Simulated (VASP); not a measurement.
Wanted: the native input for a VASP 6.6.1 run.

| Quantity | Value |
| --- | --- |
| Task | single point |
| Functional | PBE |
| Potentials or basis | VASP PAW PBE potentials, release 64 (Mg_sv, O) |
| Cutoff | 840 eV |
| k mesh | 4 × 4 × 4 |
| Occupations | fermi-dirac, width 0.1 eV |
| Spin | no spin polarisation |
| Dipole correction | no |
| Further INCAR settings | ALGO = Normal; EDIFF = 1e-06; NBANDS = 15 |

The structure of MgO lies in POSCAR:

```
MgO
1.0
    0.0000000000      2.1110000000      2.1110000000
    2.1110000000      0.0000000000      2.1110000000
    2.1110000000      2.1110000000      0.0000000000
Mg O
1 1
Direct
    0.0000000000      0.0000000000      0.0000000000
    0.5000000000      0.5000000000      0.5000000000
```

The input as run:

INCAR

```
PREC = Accurate
ENCUT = 840
EDIFF = 1E-6
ISMEAR = -1
SIGMA = 0.1
LREAL = F
LASPH = T
NELM = 120
ALGO = Normal
ISIF = 2
LWAVE = F
LCHARG = F
GGA = PE
NBANDS = 15
GGA_COMPAT = F
```

KPOINTS

```
regular mesh
0
Gamma
  4 4 4
```

Potentials or basis: VASP PAW PBE potentials, release 64 (Mg_sv, O).

Launch:

```bash
$ cat potpaw_PBE.64/Mg_sv/POTCAR potpaw_PBE.64/O/POTCAR > POTCAR
$ mpirun -np 1 vasp_std > vasp.out
```

It gave:

```json
{
  "Pressure": "3.6 GPa",
  "Band gap on the k mesh": "4.66 eV"
}
```

Caveat: the k points lie up to 0.64 Å⁻¹ apart.

Run time: 4.3 s on 1 thread of AMD EPYC 7R13 Processor (Zen 3), on a shared host, peak memory 0.12 GiB.
